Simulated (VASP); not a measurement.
## Na (a cell with a defect): single point with PBE

System: Na (a cell with a defect).

```
Na
1.0
    -6.29487   -6.29487    2.09829
    -6.29487    2.09829   -6.29487
     2.09829   -6.29487   -6.29487
Na
19
Direct
  0.41607 0.89401 0.89401
  0.89401 0.41607 0.89401
  0.89401 0.89401 0.41607
  0.60974 0.60974 0.60974
  0.18393 0.70599 0.70599
  0.70599 0.18393 0.70599
  0.30000 0.30000 0.80000
  0.70599 0.70599 0.18393
  0.30000 0.80000 0.30000
  0.80000 0.30000 0.30000
  0.40460 0.40460 0.40460
  0.00117 0.49626 0.49626
  0.49626 0.00117 0.49626
  0.10374 0.10374 0.59883
  0.49626 0.49626 0.00117
  0.10374 0.59883 0.10374
  0.59883 0.10374 0.10374
  0.19540 0.19540 0.19540
  0.99026 0.99026 0.99026
```

This cell differs from its parent crystal: atoms taken out, then relaxed in part.

```
Program             : VASP 6.6.1
Task                : single point
Functional          : PBE
Potentials or basis : VASP PAW PBE potentials, release 64 (Na_pv)
Cutoff              : 520 eV
k mesh              : 3 × 3 × 3
Occupations         : gaussian, width 0.1 eV
Spin                : no spin polarisation
```

| Quantity | Value |
| --- | --- |
| Pressure | -0.1 GPa |
| Largest force | 0.021 eV/Å |
| Band gap on the k mesh | zero (an odd number of electrons rules out a gap without spin polarisation) |

Forces in eV/Å, atoms in the order of the input:
```
Na   0.002  0.002 -0.008
Na   0.002 -0.008  0.002
Na  -0.008  0.002  0.002
Na   0.005  0.005  0.005
Na  -0.002 -0.002  0.008
Na  -0.002  0.008 -0.002
Na   0.000  0.000  0.000
Na   0.008 -0.002 -0.002
Na   0.000  0.000  0.000
Na   0.000  0.000  0.000
Na   0.007  0.007  0.007
Na  -0.004 -0.004  0.020
Na  -0.004  0.020 -0.004
Na  -0.020  0.004  0.004
Na   0.020 -0.004 -0.004
Na   0.004 -0.020  0.004
Na   0.004  0.004 -0.020
Na  -0.007 -0.007 -0.007
Na  -0.005 -0.005 -0.005
```

Stress tensor (GPa, compression positive):
```
-0.14 -0.09 -0.09
-0.09 -0.14 -0.09
-0.09 -0.09 -0.14
```

Levels at points of the mesh, in eV from the Fermi level:
```
           k point  band 65  band 66  band 67  band 68  band 69  band 70
(0.00, 0.00, 0.00)    -0.07    -0.07    -0.01    -0.01     0.05     0.17
```

Wall time 17 min on 1 thread of Oxide Virtual Turin-like Processor (shared host), peak memory 0.75 GiB.

Caveat: the cell differs from its parent crystal (atoms taken out, then relaxed in part).
